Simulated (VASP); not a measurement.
**Sn: single point with PBEsol**

The system is Sn.

```
Sn
1.0
     0.00000    3.25638    3.25638
     3.25638    0.00000    3.25638
     3.25638    3.25638    0.00000
Sn
2
Direct
  0.50000 0.50000 0.50000
  0.75000 0.75000 0.75000
```

This isn't the form of Sn at room conditions, which is tetragonal (white tin).

```json
{"Program": "VASP 6.6.1", "Task": "single point", "Functional": "PBEsol", "Potentials or basis": "VASP PAW PBE potentials, release 64 (Sn_d)", "Cutoff": "520 eV", "k mesh": "11 × 11 × 11", "Occupations": "fermi-dirac, width 0.05 eV", "Spin": "no spin polarisation", "Dipole correction": "no", "Further INCAR settings": "ALGO = Normal; EDIFF = 1e-06; NBANDS = 21"}
```

| Quantity | Value |
| --- | --- |
| Pressure | 0.5 GPa |
| Band gap on the k mesh | zero (bands 14 and 15 overlap by 0.16 eV) |

Levels at points of the mesh, in eV from the Fermi level:
```
           k point  band 10  band 11  band 12  band 13  band 14  band 15  band 16  band 17  band 18  band 19
(0.00, 0.00, 0.00)   -21.19   -10.54    -0.75     0.11     0.11     0.11     2.17     2.17     2.17     4.87
```

It took 44 s on 1 thread of AMD EPYC 9R45 96-Core Processor (Zen 5), on a shared host, peak memory 0.2 GiB.

Caveat: the PAW data sets were made with another functional, which shifts forces and pressure a little; spin-orbit coupling is left out, which moves the levels of the heavy elements.
